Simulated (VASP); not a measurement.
# Rh (R-3m) in VASP: further runs, part 2 of 2

VASP 6.6.1.

## Step 3: Single point, r2SCAN

This run uses another cell than the first one, of 13.75 Å³/atom, 0.859 times its volume.

Input file POSCAR:

```
Rh
1.0
    1.3469667038      0.7776715890      6.5631177772
   -1.3469667038      0.7776715890      6.5631177772
    0.0000000000     -1.5553431781      6.5631177772
Rh
3
Direct
    0.0000000000      0.0000000000      0.0000000000
    0.2226779699      0.2226779699      0.2226779699
    0.7773220301      0.7773220301      0.7773220301
```

Input file INCAR.step1:

```
SYSTEM = Rh
  PREC = Accurate
  ENCUT = 520
  ISMEAR = 0
  SIGMA = 0.1
  LREAL = .False.
  LASPH = .True.
  NELM = 100
  NBANDS = 30
  GGA = PE
  ALGO = Normal
  EDIFF = 1E-4
  LWAVE = .True.
  LCHARG = .False.
```

Input file INCAR.step2:

```
SYSTEM = Rh
  PREC = Accurate
  ENCUT = 520
  EDIFF = 1E-7
  ISMEAR = 0
  SIGMA = 0.1
  LREAL = .False.
  LASPH = .True.
  NELM = 100
  ALGO = Normal
  ISIF = 2
  LWAVE = .False.
  LCHARG = .True.
  METAGGA = R2SCAN
  LMIXTAU = .True.
  LELF = .True.
  LVHAR = .True.
  NBANDS = 30
  ISTART = 1
```

Input file KPOINTS:

```
Automatic mesh
0
Gamma
  9 9 9
  0 0 0
```

Potentials or basis: VASP PAW PBE potentials, release 64 (Rh_pv).

Run with:

```console
cat potpaw_PBE.64/Rh_pv/POTCAR > POTCAR
cp INCAR.step1 INCAR
mpirun -np 1 vasp_std > vasp.out
cp INCAR.step2 INCAR
mpirun -np 1 vasp_std > vasp.out
```

OUTCAR:

```text
SYSTEM = Rh
   PREC = Accurate
   ENCUT = 520
   EDIFF = 1E-7
   ISMEAR = 0
   LREAL = .False.
   LASPH = .True.
   NELM = 100
   ISIF = 2
   METAGGA = R2SCAN
   ISTART = 1

 ion  position               nearest neighbor table
   1  0.000  0.000  0.000-   3 2.68   3 2.68   2 2.68   2 2.68   3 2.68   2 2.68
   2  0.223  0.223  0.223-   1 2.68   1 2.68   1 2.68   3 2.70   3 2.70   3 2.70
   3  0.777  0.777  0.777-   1 2.68   1 2.68   1 2.68   2 2.70   2 2.70   2 2.70

  LATTYP: Found a trigonal (rhomboedric) cell.
 ALAT       =     6.7448949109
 COS(alpha) =     0.9202384947

  Lattice vectors:

 A1 = (   1.3469667038,   0.7776715890,   6.5631177772)
 A2 = (  -1.3469667038,   0.7776715890,   6.5631177772)
 A3 = (   0.0000000000,  -1.5553431781,   6.5631177772)

Analysis of symmetry for initial positions (statically):
=====================================================================
 Subroutine PRICEL returns:
 Original cell was already a primitive cell.

 Routine SETGRP: Setting up the symmetry group for a
 trigonal (rhombohedral) supercell.

 Subroutine GETGRP returns: Found 12 space group operations
 (whereof 12 operations were pure point group operations)
 out of a pool of 12 trial point group operations.

The static configuration has the point symmetry D_3d.

Analysis of symmetry for dynamics (positions and initial velocities):
=====================================================================
 Subroutine PRICEL returns:
 Original cell was already a primitive cell.

 Routine SETGRP: Setting up the symmetry group for a
 trigonal (rhombohedral) supercell.

 Subroutine GETGRP returns: Found 12 space group operations
 (whereof 12 operations were pure point group operations)
 out of a pool of 12 trial point group operations.

The dynamic configuration has the point symmetry D_3d.

 Subroutine INISYM returns: Found 12 space group operations
 (whereof 12 operations are pure point group operations),
 and found     1 'primitive' translations

----------------------------------------------------------------------------------------

                                     Primitive cell

  volume of cell :      41.2491

  direct lattice vectors                    reciprocal lattice vectors
     1.346966704  0.777671589  6.563117777     0.371204424  0.214314974  0.050788870
    -1.346966704  0.777671589  6.563117777    -0.371204424  0.214314974  0.050788870
     0.000000000 -1.555343178  6.563117777     0.000000000 -0.428629949  0.050788870

  length of vectors
     6.744894911  6.744894911  6.744894911     0.431628477  0.431628477  0.431628477

  position of ions in fractional coordinates (direct lattice)
     0.000000000  0.000000000  0.000000000
     0.222677970  0.222677970  0.222677970
     0.777322030  0.777322030  0.777322030

  ion indices of the primitive-cell ions
   primitive index   ion index
                 1           1
                 2           2
                 3           3

----------------------------------------------------------------------------------------

 KPOINTS: Automatic mesh

Automatic generation of k-mesh.
 Grid dimensions read from file:
 generate k-points for:    9    9    9

 Generating k-lattice:

  Cartesian coordinates                     Fractional coordinates (reciprocal lattice)
     0.041244936  0.023812775  0.005643208     0.111111111  0.000000000 -0.000000000
    -0.041244936  0.023812775  0.005643208     0.000000000  0.111111111 -0.000000000
     0.000000000 -0.047625550  0.005643208    -0.000000000 -0.000000000  0.111111111

  Length of vectors
     0.047958720  0.047958720  0.047958720

  Shift w.r.t. Gamma in fractional coordinates (k-lattice)
     0.000000000  0.000000000  0.000000000

 Subroutine IBZKPT returns following result:
 ===========================================

 Found     85 irreducible k-points:

 Following reciprocal coordinates:
            Coordinates               Weight
  0.000000  0.000000  0.000000      1.000000
  0.111111 -0.000000 -0.000000      6.000000
  0.222222 -0.000000 -0.000000      6.000000
  0.333333 -0.000000  0.000000      6.000000
  0.444444 -0.000000 -0.000000      6.000000
  0.111111  0.111111 -0.000000      6.000000
[... 16 lines left out ...]
 -0.333333  0.333333  0.000000      6.000000
  0.444444  0.444444 -0.000000      6.000000
 [... further k-points ...]
   k-points           NKPTS =     85   k-points in BZ     NKDIM =     85   number of bands    NBANDS=     30
   number of dos      NEDOS =    301   number of ions     NIONS =      3
   total plane-waves  NPLWV = 125000
   dimension x,y,z NGX =    50 NGY =   50 NGZ =   50
   dimension x,y,z NGXF=   100 NGYF=  100 NGZF=  100
   ions per type =               3
   NGX,Y,Z   is equivalent  to a cutoff of  12.32, 12.32, 12.32 a.u.
   NGXF,Y,Z  is equivalent  to a cutoff of  24.65, 24.65, 24.65 a.u.
 SYSTEM =  Rh
   PREC   = accura    normal or accurate (medium, high low for compatibility)
   ISTART =      1    job   : 0-new  1-cont  2-samecut
   ICHARG =      0    charge: 1-file 2-atom 10-const
   ISPIN  =      1    spin polarized calculation?
   LNONCOLLINEAR =      F non collinear calculations
   LSORBIT =      F    spin-orbit coupling
   LASPH  =      T    aspherical Exc in radial PAW
   ENCUT  =  520.0 eV  38.22 Ry    6.18 a.u.  12.54 12.54 12.54*2*pi/ulx,y,z
   NELM   =    100;   NELMIN=  2; NELMDL=  0     # of ELM steps
   EDIFF  = 0.1E-06   stopping-criterion for ELM
   LREAL  =      F    real-space projection
   EDIFFG = 0.1E-05   stopping-criterion for IOM
   NSW    =      0    number of steps for IOM
   IBRION =     -1    ionic relax: 0-MD 1-quasi-New 2-CG
   NFREE  =      0    steps in history (QN), initial steepest desc. (CG)
   ISIF   =      2    stress and relaxation
   ISYM   =      2    0-nonsym 1-usesym 2-fastsym
   POTIM  = 0.5000    time-step for ionic-motion
   TEBEG  =    0.0;   TEEND  =   0.0 temperature during run
   PSTRESS=    0.0 pullay stress
   NELECT =      45.0000    total number of electrons
   NUPDOWN=      -1.0000    fix difference up-down
   EMIN   =  10.00;   EMAX   =-10.00  energy-range for DOS
   EFERMI =   0.00;   METHOD = LEGACY
   ISMEAR =     0;   SIGMA  =   0.10  broadening in eV -4-tet -1-fermi 0-gaus
   EFERMI_NEDOS =   21; number of points for ismear=-14 and -15
   IALGO  =     38    algorithm
   IMIX   =      4    mixing-type and parameters
     AMIX     =   0.40;   BMIX     =  1.00
     AMIX_MAG =   1.60;   BMIX_MAG =  1.00
  volume/ion in A,a.u.               =      13.75        92.79
  Fermi-wavevector in a.u.,A,eV,Ry     =   1.685288  3.184733 38.643212  2.840196
  Thomas-Fermi vector in A             =   2.768159
   LORBIT       =      0    0 simple, 1 ext, 2 COOP (PROOUT), +10 PAW based schemes
   METAGGA = R2SCAN    functional components
   LHFCALC =     F    Hartree Fock is set to
   AEXX    =    0.0000 exact exchange contribution
   IVDW    =     0    specifies the selected vdW correction
   LEPSILON=     F    determine dielectric tensor
   LRPA    =     F    only Hartree local field effects (RPA)
 non-spin polarized calculation
 Gauss-broadening in eV      SIGMA  =   0.10
  energy-cutoff  :      520.00
  volume of cell :       41.25
 maximum number of plane-waves:      1126
 NGX is ok and might be reduce to    50
   NGX = 25   NGY = 25   NGZ = 25

 number of electron      44.9999997 magnetization

 Free energy of the ion-electron system (eV)
  ---------------------------------------------------
  ext. energy  EPLUGINS =         0.00000000
  ---------------------------------------------------
  free energy    TOTEN  =       -72.32753154 eV

  energy without entropy =      -72.30625253  energy(sigma->0) =      -72.31689204

 E-fermi :  11.7500     XC(G=0): -15.2076

 val. band max:       11.7464380237   @ k =  -0.3333  -0.4444   0.2222
 cond. band min:      11.7570882633   @ k =  -0.3333  -0.3333   0.2222
 fundamental gap:      0.0106502396
 Fermi energy:        11.7500479736

 k-point     1 :       0.0000    0.0000    0.0000
  band No.  band energies     occupation
      1     -36.6942      2.00000
      2     -36.6275      2.00000
      3     -36.1395      2.00000
      4     -36.1395      2.00000
      5     -36.1165      2.00000
      6     -36.1165      2.00000
[... 22 lines left out ...]
     29      25.1529      0.00000
     30      28.3786      0.00000
[... 728 lines left out ...]
  band No.  band energies     occupation
      1     -36.8048      2.00000
      2     -36.7248      2.00000
      3     -36.6767      2.00000
      4     -36.4518      2.00000
      5     -36.3294      2.00000
      6     -36.2624      2.00000
[... 22 lines left out ...]
     29      22.0147      0.00000
     30      24.1223      0.00000

 [... further k-points ...]
[... 5 lines left out ...]
  --------------------------------------------------------------------------------------
  -------------------------------------------------------------------------------------
  Total        0.3004265      0.3004265      0.3055250      0.0000000     -0.0000000     -0.0000000
  in kB       11.6690188     11.6690188     11.8670524      0.0000000     -0.0000000     -0.0000000
  external PRESSURE =      11.7350300 kB  Pullay stress =       0.0000000 kB

 VOLUME and BASIS-vectors are now :
 -----------------------------------------------------------------------------
  energy-cutoff  :      520.00
  volume of cell :       41.25
      direct lattice vectors                 reciprocal lattice vectors
     1.346966704  0.777671589  6.563117777     0.371204424  0.214314974  0.050788870
    -1.346966704  0.777671589  6.563117777    -0.371204424  0.214314974  0.050788870
     0.000000000 -1.555343178  6.563117777     0.000000000 -0.428629949  0.050788870

 POSITION                                       TOTAL-FORCE (eV/Angst)
 -----------------------------------------------------------------------------------
      0.00000      0.00000      0.00000         0.000000     -0.000000     -0.000000
      0.00000     -0.00000      4.38439         0.000000      0.000000     -0.003946
      0.00000     -0.00000     15.30497         0.000000     -0.000000      0.003946
 -----------------------------------------------------------------------------------
    total drift:                               -0.000000     -0.000000     -0.000000

  FREE ENERGIE OF THE ION-ELECTRON SYSTEM (eV)
  ---------------------------------------------------
  free  energy   TOTEN  =       -72.3275315421 eV

  energy  without entropy=      -72.3062525311  energy(sigma->0) =      -72.31689204
```

Wall time 33 min (1 thread of Intel Xeon Platinum 8259CL at 2.50GHz (Skylake/Cascade Lake), shared host); peak memory 0.42 GiB.

Results:

- Free energy: -72.3275 eV
- Pressure: 1.2 GPa
- Largest force: 0.004 eV/Å

Forces in eV/Å, atoms in the order of the input:
```
Rh   0.000  0.000  0.000
Rh   0.000  0.000 -0.004
Rh   0.000  0.000  0.004
```

Caveat: the PAW data sets were made with another functional, which shifts forces and pressure a little.
